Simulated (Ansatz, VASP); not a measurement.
# One calculation of YPt3F2, two programs

```
Y Pt F
1.0
     4.90271    0.00000    0.00000
    -2.45136    4.24587    0.00000
     0.00000    0.00000    5.49882
Y Pt F
1 3 2
Direct
  0.00000 0.00000 0.00000
  0.50000 0.00000 0.50000
  0.50000 0.50000 0.50000
  0.00000 0.50000 0.50000
  0.33333 0.66667 0.00000
  0.66667 0.33333 0.00000
```

Change from the starting cell: species swapped into the DyB2Ru3 type (P6/mmm, No. 191).

Alike in both runs: functional PBE; k mesh 3 × 3 × 6; occupations gaussian, width 0.1 eV; no spin polarisation.

Ansatz relaxed the structure, and its values are those at the end. VASP's run is a single point on that final structure, the one shown.

|  | VASP | Ansatz |
| --- | --- | --- |
| version | VASP 6.6.1 | Ansatz 0.2.0 |
| potentials or method | VASP PAW PBE potentials, release 64 (Y_sv, Pt, F), cutoff 520 eV | scalar-relativistic, plane waves, PAW |
| valence electrons in the cell | 55 | 79 |

```tsv
	VASP	Ansatz	Ansatz less VASP
gap on the k mesh at the Fermi level (eV)	none	none	-
pressure (GPa)	-0.4	0.1	+0.50
```

A gap of «none» marks a metal or a gap that the smearing closes. With one functional, cell and mesh, what is left measures potentials, basis and numerics. VASP's potentials hold 55 valence electrons a cell and Ansatz's 79, so a difference there can come from the potentials and not from the codes.

The k mesh is coarse, so the values compare programs but aren't converged. Spin-orbit coupling is off throughout.
